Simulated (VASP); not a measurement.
# Mg (Im-3m) in VASP: further runs

Runs on Mg. Level: PBEsol. Tasks: single point.

All numbers are computed with VASP 6.6.1; they aren't measurements. Logs are shortened: lines on timing, memory, paths and dates and some standing lists are left out, and cuts for length are marked.

## 1. The cell of the first run

It takes space group Im-3m (No. 229, cubic). The conventional cell has a = 3.546 Å, b = 3.546 Å, c = 3.546 Å, α = 90.00°, β = 90.00°, γ = 90.00°. Mg (site symmetry m-3m) has 14 Mg at 3.07 to 3.55 Å within 4.0 Å.

This isn't the form of Mg at room conditions, which is hcp.

## 2. Single point, PBEsol

INCAR

```
ALGO = Normal
EDIFF = 1E-7
ENCUT = 520
GGA = PS
ISIF = 2
ISMEAR = 0
LASPH = True
LCHARG = True
LELF = True
LREAL = False
LVHAR = True
LWAVE = False
NBANDS = 7
NELM = 80
PREC = Accurate
SIGMA = 0.1
```

KPOINTS

```
k-points
0
Gamma
  8 8 8
```

POSCAR

```
Mg
1.0
   -1.7727644967      1.7727644967      1.7727644967
    1.7727644967     -1.7727644967      1.7727644967
    1.7727644967      1.7727644967     -1.7727644967
Mg
1
Direct
    0.0000000000      0.0000000000      0.0000000000
```

Potentials or basis: VASP PAW PBE potentials, release 64 (Mg).

On the command line:

```
cat potpaw_PBE.64/Mg/POTCAR > POTCAR
mpirun -np 1 vasp_std > vasp.out
```

OUTCAR:

```text
EDIFF = 1E-7
   ENCUT = 520
   GGA = PS
   ISIF = 2
   ISMEAR = 0
   LASPH = True
   LREAL = False
   NELM = 80
   PREC = Accurate

 ion  position               nearest neighbor table
   1  0.000  0.000  0.000-

  LATTYP: Found a body centered cubic cell.
 ALAT       =     3.5455289934

  Lattice vectors:

 A1 = (  -1.7727644967,   1.7727644967,   1.7727644967)
 A2 = (   1.7727644967,  -1.7727644967,   1.7727644967)
 A3 = (   1.7727644967,   1.7727644967,  -1.7727644967)

Analysis of symmetry for initial positions (statically):
=====================================================================
 Subroutine PRICEL returns:
 Original cell was already a primitive cell.

 Routine SETGRP: Setting up the symmetry group for a
 body centered cubic supercell.

 Subroutine GETGRP returns: Found 48 space group operations
 (whereof 48 operations were pure point group operations)
 out of a pool of 48 trial point group operations.

The static configuration has the point symmetry O_h .

Analysis of symmetry for dynamics (positions and initial velocities):
=====================================================================
 Subroutine PRICEL returns:
 Original cell was already a primitive cell.

 Routine SETGRP: Setting up the symmetry group for a
 body centered cubic supercell.

 Subroutine GETGRP returns: Found 48 space group operations
 (whereof 48 operations were pure point group operations)
 out of a pool of 48 trial point group operations.

The dynamic configuration has the point symmetry O_h .

 Subroutine INISYM returns: Found 48 space group operations
 (whereof 48 operations are pure point group operations),
 and found     1 'primitive' translations

----------------------------------------------------------------------------------------

                                     Primitive cell

  volume of cell :      22.2850

  direct lattice vectors                    reciprocal lattice vectors
    -1.772764497  1.772764497  1.772764497     0.000000000  0.282045360  0.282045360
     1.772764497 -1.772764497  1.772764497     0.282045360  0.000000000  0.282045360
     1.772764497  1.772764497 -1.772764497     0.282045360  0.282045360  0.000000000

  length of vectors
     3.070518178  3.070518178  3.070518178     0.398872373  0.398872373  0.398872373

  position of ions in fractional coordinates (direct lattice)
     0.000000000  0.000000000  0.000000000

  ion indices of the primitive-cell ions
   primitive index   ion index
                 1           1

----------------------------------------------------------------------------------------

 KPOINTS: k-points

Automatic generation of k-mesh.
 Grid dimensions read from file:
 generate k-points for:    8    8    8

 Generating k-lattice:

  Cartesian coordinates                     Fractional coordinates (reciprocal lattice)
     0.000000000  0.035255670  0.035255670     0.125000000  0.000000000  0.000000000
     0.035255670  0.000000000  0.035255670     0.000000000  0.125000000  0.000000000
     0.035255670  0.035255670  0.000000000     0.000000000  0.000000000  0.125000000

  Length of vectors
     0.049859047  0.049859047  0.049859047

  Shift w.r.t. Gamma in fractional coordinates (k-lattice)
     0.000000000  0.000000000  0.000000000

 Subroutine IBZKPT returns following result:
 ===========================================

 Found     29 irreducible k-points:

 Following reciprocal coordinates:
            Coordinates               Weight
  0.000000  0.000000  0.000000      1.000000
  0.125000  0.000000  0.000000     12.000000
  0.250000  0.000000  0.000000     12.000000
  0.375000  0.000000  0.000000     12.000000
  0.500000  0.000000  0.000000      6.000000
  0.125000  0.125000  0.000000     24.000000
[... 16 lines left out ...]
 -0.250000  0.250000  0.250000      6.000000
 -0.375000  0.375000  0.250000     24.000000
 [... further k-points ...]
   k-points           NKPTS =     29   k-points in BZ     NKDIM =     29   number of bands    NBANDS=      7
   number of dos      NEDOS =    301   number of ions     NIONS =      1
   total plane-waves  NPLWV =  13824
   dimension x,y,z NGX =    24 NGY =   24 NGZ =   24
   dimension x,y,z NGXF=    48 NGYF=   48 NGZF=   48
   ions per type =               1
   NGX,Y,Z   is equivalent  to a cutoff of  12.99, 12.99, 12.99 a.u.
   NGXF,Y,Z  is equivalent  to a cutoff of  25.99, 25.99, 25.99 a.u.
 SYSTEM =  unknown system
   PREC   = accura    normal or accurate (medium, high low for compatibility)
   ISTART =      0    job   : 0-new  1-cont  2-samecut
   ICHARG =      2    charge: 1-file 2-atom 10-const
   ISPIN  =      1    spin polarized calculation?
   LNONCOLLINEAR =      F non collinear calculations
   LSORBIT =      F    spin-orbit coupling
   LASPH  =      T    aspherical Exc in radial PAW
   ENCUT  =  520.0 eV  38.22 Ry    6.18 a.u.   5.71  5.71  5.71*2*pi/ulx,y,z
   NELM   =     80;   NELMIN=  2; NELMDL= -5     # of ELM steps
   EDIFF  = 0.1E-06   stopping-criterion for ELM
   LREAL  =      F    real-space projection
   EDIFFG = 0.1E-05   stopping-criterion for IOM
   NSW    =      0    number of steps for IOM
   IBRION =     -1    ionic relax: 0-MD 1-quasi-New 2-CG
   NFREE  =      0    steps in history (QN), initial steepest desc. (CG)
   ISIF   =      2    stress and relaxation
   ISYM   =      2    0-nonsym 1-usesym 2-fastsym
   POTIM  = 0.5000    time-step for ionic-motion
   TEBEG  =    0.0;   TEEND  =   0.0 temperature during run
   PSTRESS=    0.0 pullay stress
   NELECT =       2.0000    total number of electrons
   NUPDOWN=      -1.0000    fix difference up-down
   EMIN   =  10.00;   EMAX   =-10.00  energy-range for DOS
   EFERMI =   0.00;   METHOD = LEGACY
   ISMEAR =     0;   SIGMA  =   0.10  broadening in eV -4-tet -1-fermi 0-gaus
   EFERMI_NEDOS =   21; number of points for ismear=-14 and -15
   IALGO  =     38    algorithm
   IMIX   =      4    mixing-type and parameters
     AMIX     =   0.40;   BMIX     =  1.00
     AMIX_MAG =   1.60;   BMIX_MAG =  1.00
  volume/ion in A,a.u.               =      22.29       150.39
  Fermi-wavevector in a.u.,A,eV,Ry     =   0.732960  1.385094  7.309469  0.537231
  Thomas-Fermi vector in A             =   1.825552
   LORBIT       =      0    0 simple, 1 ext, 2 COOP (PROOUT), +10 PAW based schemes
   GGA     = PS    functional components
   LHFCALC =     F    Hartree Fock is set to
   AEXX    =    0.0000 exact exchange contribution
   IVDW    =     0    specifies the selected vdW correction
   LEPSILON=     F    determine dielectric tensor
   LRPA    =     F    only Hartree local field effects (RPA)
 non-spin polarized calculation
 Gauss-broadening in eV      SIGMA  =   0.10
  energy-cutoff  :      520.00
  volume of cell :       22.29
 maximum number of plane-waves:       611
   NGX = 11   NGY = 11   NGZ = 11

 number of electron       2.0000000 magnetization

 Free energy of the ion-electron system (eV)
  ---------------------------------------------------
  ext. energy  EPLUGINS =         0.00000000
  ---------------------------------------------------
  free energy    TOTEN  =        -1.68947944 eV

  energy without entropy =       -1.68669816  energy(sigma->0) =       -1.68808880

 E-fermi :   2.6388     XC(G=0):  -8.6307

 val. band max:        2.6027945312   @ k =   0.5000   0.5000   0.2500
 cond. band min:       2.8841246368   @ k =   0.3750   0.2500   0.0000
 fundamental gap:      0.2813301056
 Fermi energy:         2.6387666398

 k-point     1 :       0.0000    0.0000    0.0000
  band No.  band energies     occupation
      1      -4.3066      2.00000
      2      15.9617      0.00000
      3      15.9617      0.00000
      4      15.9617      0.00000
      5      18.0178      0.00000
      6      18.0178      0.00000
      7      18.2659      0.00000

 k-point     2 :       0.1250    0.0000    0.0000
  band No.  band energies     occupation
      1      -3.9319      2.00000
      2      12.7490      0.00000
      3      14.5771      0.00000
      4      14.7650      0.00000
      5      16.0676      0.00000
      6      16.7541      0.00000
      7      18.6642      0.00000

 k-point     3 :       0.2500    0.0000    0.0000
  band No.  band energies     occupation
      1      -2.8171      2.00000
      2       8.4842      0.00000
      3      12.9068      0.00000
      4      13.4213      0.00000
      5      14.4515      0.00000
      6      15.6914      0.00000
      7      19.7522      0.00000

 k-point     4 :       0.3750    0.0000    0.0000
  band No.  band energies     occupation
      1      -0.9898      2.00000
      2       4.7278      0.00000
      3      11.8468      0.00000
      4      12.5910      0.00000
      5      13.4792      0.00000
      6      14.8313      0.00000
      7      21.0731      0.00000

 k-point     5 :       0.5000    0.0000    0.0000
  band No.  band energies     occupation
      1       1.2344      2.00000
      2       1.8591      2.00000
      3      11.4888      0.00000
      4      12.3136      0.00000
      5      13.1557      0.00000
      6      14.5128      0.00000
      7      22.1745      0.00000
[... 161 lines left out ...]
 k-point    22 :       0.2500    0.2500    0.2500
  band No.  band energies     occupation
      1       3.9635      0.00000
      2       3.9635      0.00000
      3       3.9635      0.00000
      4       5.9679      0.00000
      5      23.4247      0.00000
      6      23.4247      0.00000
      7      24.7292      0.00000

 k-point    23 :      -0.2500    0.2500    0.2500
  band No.  band energies     occupation
      1      -1.3508      2.00000
      2       9.2711      0.00000
      3       9.2711      0.00000
      4       9.7443      0.00000
      5      12.0988      0.00000
      6      18.8791      0.00000
      7      20.0724      0.00000

 k-point    24 :      -0.3750    0.3750    0.2500
  band No.  band energies     occupation
      1       0.4467      2.00000
      2       6.0406      0.00000
      3       8.3036      0.00000
      4       9.6085      0.00000
      5      12.2463      0.00000
      6      17.2349      0.00000
      7      18.7748      0.00000

 [... further k-points ...]

------------------------ aborting loop because EDIFF is reached ----------------------------------------

  FORCE on cell =-STRESS in cart. coord.  units (eV):
  Direction    XX          YY          ZZ          XY          YZ          ZX
  --------------------------------------------------------------------------------------
  -------------------------------------------------------------------------------------
  Total        0.0165761      0.0165761      0.0165761     -0.0000000     -0.0000000      0.0000000
  in kB        1.1917382      1.1917382      1.1917382     -0.0000000     -0.0000000      0.0000000
  external PRESSURE =       1.1917382 kB  Pullay stress =       0.0000000 kB

 VOLUME and BASIS-vectors are now :
 -----------------------------------------------------------------------------
  energy-cutoff  :      520.00
  volume of cell :       22.29
      direct lattice vectors                 reciprocal lattice vectors
    -1.772764497  1.772764497  1.772764497     0.000000000  0.282045360  0.282045360
     1.772764497 -1.772764497  1.772764497     0.282045360  0.000000000  0.282045360
     1.772764497  1.772764497 -1.772764497     0.282045360  0.282045360  0.000000000

 POSITION                                       TOTAL-FORCE (eV/Angst)
 -----------------------------------------------------------------------------------
      0.00000      0.00000      0.00000         0.000000      0.000000     -0.000000
 -----------------------------------------------------------------------------------
    total drift:                                0.000000      0.000000      0.000000

  FREE ENERGIE OF THE ION-ELECTRON SYSTEM (eV)
  ---------------------------------------------------
  free  energy   TOTEN  =        -1.6894794432 eV

  energy  without entropy=       -1.6866981643  energy(sigma->0) =       -1.68808880
```

Wall time 8.2 s (1 thread of Intel Xeon 8259CL, shared host); peak memory 0.13 GiB.

What came out:

```yaml
Free_energy: -1.6895 eV
Pressure: 0.1 GPa
Band_gap_on_the_k_mesh: zero (bands 1 and 2 overlap by 4.84 eV)
```

Caveat: the PAW data sets were made with another functional, which shifts forces and pressure a little.

## 3. Single point, PBEsol

This run uses another cell than the first one, of 13.52 Å³/atom.

INCAR

```
SYSTEM = Mg
PREC = Accurate ; ENCUT = 520
EDIFF = 1E-6 ; ISMEAR = 0
SIGMA = 0.1 ; LREAL = .False.
LASPH = .True. ; NELM = 80
ALGO = Normal ; ISIF = 2
LWAVE = .False. ; LCHARG = .False.
GGA = PS ; NBANDS = 7
```

KPOINTS

```
Automatic mesh
0
Gamma
  24 24 24
  0 0 0
```

POSCAR

```
Mg
1.0
   -1.5006626982      1.5006626982      1.5006626982
    1.5006626982     -1.5006626982      1.5006626982
    1.5006626982      1.5006626982     -1.5006626982
Mg
1
Direct
    0.0000000000      0.0000000000      0.0000000000
```

Potentials or basis: VASP PAW PBE potentials, release 64 (Mg).

On the command line:

```
cat potpaw_PBE.64/Mg/POTCAR > POTCAR
mpirun -np 1 vasp_std > vasp.out
```

Wall time 34 s (1 thread of Intel Xeon 8259CL, shared host); peak memory 0.16 GiB.

Results (log left out):

| Item | Value |
| --- | --- |
| Free energy | -0.7610 eV |
| Pressure | 51.0 GPa |
| Band gap on the k mesh | zero (bands 1 and 2 overlap by 4.86 eV) |

Levels at points of the mesh, in eV from the Fermi level:
| k point | band 1 | band 2 | band 3 | band 4 |
| --- | --- | --- | --- | --- |
| (0.00, 0.00, 0.00) | -9.60 | 16.96 | 16.96 | 16.96 |
| (0.50, 0.00, 0.00) | -2.30 | -0.95 | 10.61 | 14.18 |
| (0.50, 0.50, 0.50) | 3.91 | 3.91 | 5.87 | 5.87 |

Caveat: the cell stands under pressure; the PAW data sets were made with another functional, which shifts forces and pressure a little.

## 4. Single point, PBEsol

This run uses another cell than the first one, of 11.13 Å³/atom.

INCAR

```
PREC = Accurate
ENCUT = 520
EDIFF = 1E-7
ISMEAR = 0
SIGMA = 0.1
LREAL = F
LASPH = T
NELM = 100
ALGO = Fast
ISIF = 2
LWAVE = F
LCHARG = F
GGA = PS
NBANDS = 7
```

KPOINTS

```
regular mesh
0
Gamma
  28 28 28
```

POSCAR

```
Mg
1.0
   -1.4067215514      1.4067215514      1.4067215514
    1.4067215514     -1.4067215514      1.4067215514
    1.4067215514      1.4067215514     -1.4067215514
Mg
1
Direct
    0.0000000000      0.0000000000      0.0000000000
```

On the command line:

```
cat potpaw_PBE.64/Mg/POTCAR > POTCAR
mpirun -np 1 vasp_std > vasp.out
```

Run time: 49 s. Hardware: 1 thread of Intel Xeon 8259CL, shared host; peak memory 0.16 GiB.

Results (log left out):

- Free energy: 0.3352 eV
- Pressure: 102.7 GPa
- Band gap on the k mesh: zero (bands 1 and 2 overlap by 4.72 eV)

Levels at points of the mesh, in eV from the Fermi level:
| k point | band 1 | band 2 | band 3 | band 4 | band 5 | band 6 |
| --- | --- | --- | --- | --- | --- | --- |
| (0.00, 0.00, 0.00) | -10.66 | 18.69 | 18.69 | 18.69 | 21.70 | 21.70 |
| (0.50, 0.00, 0.00) | -2.48 | -0.97 | 11.42 | 15.98 | 17.02 | 19.36 |
| (0.50, 0.50, 0.50) | 3.75 | 3.75 | 7.00 | 7.00 | 7.00 | 18.49 |

Caveat: the cell stands under pressure; the PAW data sets were made with another functional, which shifts forces and pressure a little.

## 5. Overview

| cell | k mesh | gap on the mesh (eV) | pressure (GPa) |
| --- | --- | --- | --- |
| a = 3.071 Å, angles 109.5°, 1 atom | 8 × 8 × 8 | none | 0.1 |
| a = 2.599 Å, angles 109.5°, 1 atom | 24 × 24 × 24 | none | 51.0 |
| a = 2.437 Å, angles 109.5°, 1 atom | 28 × 28 × 28 | none | 102.7 |

Alike in all rows: task single point; level PBEsol; potentials or basis VASP PAW PBE potentials, release 64 (Mg); no spin polarisation; cutoff (eV) 520; smearing gaussian 0.1 eV.

Caveats: the PAW data sets were made with another functional, which shifts forces and pressure a little; the cell stands under pressure (at least some runs).

Total energies depend on the potentials used, so only differences within one code and one set of settings carry meaning.

The gap in the log of VASP goes by the Fermi energy; the results here count the filled bands.